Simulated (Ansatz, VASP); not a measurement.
**Na3SbF6 in VASP and in Ansatz**

```
Na Sb F
1.0
     0.00000    4.41072    4.41072
     4.41072    0.00000    4.41072
     4.41072    4.41072    0.00000
Na Sb F
3 1 6
Direct
  0.75000 0.75000 0.75000
  0.25000 0.25000 0.25000
  0.50000 0.50000 0.50000
  0.00000 0.00000 0.00000
  0.75222 0.24778 0.24778
  0.24778 0.24778 0.75222
  0.24778 0.75222 0.75222
  0.24778 0.75222 0.24778
  0.75222 0.24778 0.75222
  0.75222 0.75222 0.24778
```

Alike in both runs: functional PBE; k mesh 6 × 6 × 6; occupations gaussian, width 0.02 eV; no spin polarisation.

Ansatz relaxed the structure, and its values are those at the end. VASP's run is a single point on that final structure, the one shown.

```csv
,VASP,Ansatz
version,VASP 6.6.1,Ansatz 0.2.0
potentials or method,"VASP PAW PBE potentials, release 64 (Na_sv, Sb_d_GW, F), cutoff 1130 eV","scalar-relativistic, plane waves, PAW"
valence electrons in the cell,84,84
```

```csv
,VASP,Ansatz,Ansatz less VASP
gap on the k mesh at the Fermi level (eV),3.35,3.34,-0.009
least direct gap on the mesh (eV),3.58,3.58,0.000
pressure (GPa),-0.1,0.0,+0.12
rms of the force components (eV/Å),0.004,0.000,-0.0035
```

The functional is the same, so the differences come from potentials, cutoffs and numerics.

Spin-orbit coupling is off throughout.
